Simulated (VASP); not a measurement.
Se, 3 atoms in the cell. Symmetry: P3_121, No. 152, trigonal system. Conventional cell: a = 4.293 Å, b = 4.293 Å, c = 5.041 Å, α = 90.00°, β = 90.00°, γ = 120.00°. Se (site symmetry 2) has 2 Se at 2.39 Å within 3.2 Å. 

* Program: VASP 6.6.1
* Task: dielectric tensor
* Functional: r2SCAN
* Potentials or basis: VASP PAW PBE potentials, release 64 (Se)
* Cutoff: 520 eV
* k mesh: 6 × 6 × 4
* Occupations: gaussian, width 0.01 eV
* Spin: no spin polarisation
* Dipole correction: no
* Further INCAR settings: ALGO = Normal; EDIFF = 1e-08

Potentials or basis: VASP PAW PBE potentials, release 64 (Se).

The run is started by

```console
$ cat potpaw_PBE.64/Se/POTCAR > POTCAR
$ mpirun -np 1 vasp_std > vasp.out
```

Hardware: 1 thread of AMD EPYC 9R45 96-Core Processor (Zen 5), with other jobs on the host.

Question: Estimate the wall time of this run.

Answer: It took 67 min on 1 thread of AMD EPYC 9R45 96-Core Processor (Zen 5) (shared host), peak memory 0.43 GiB. Counts: scf iterations 149, k points 24.
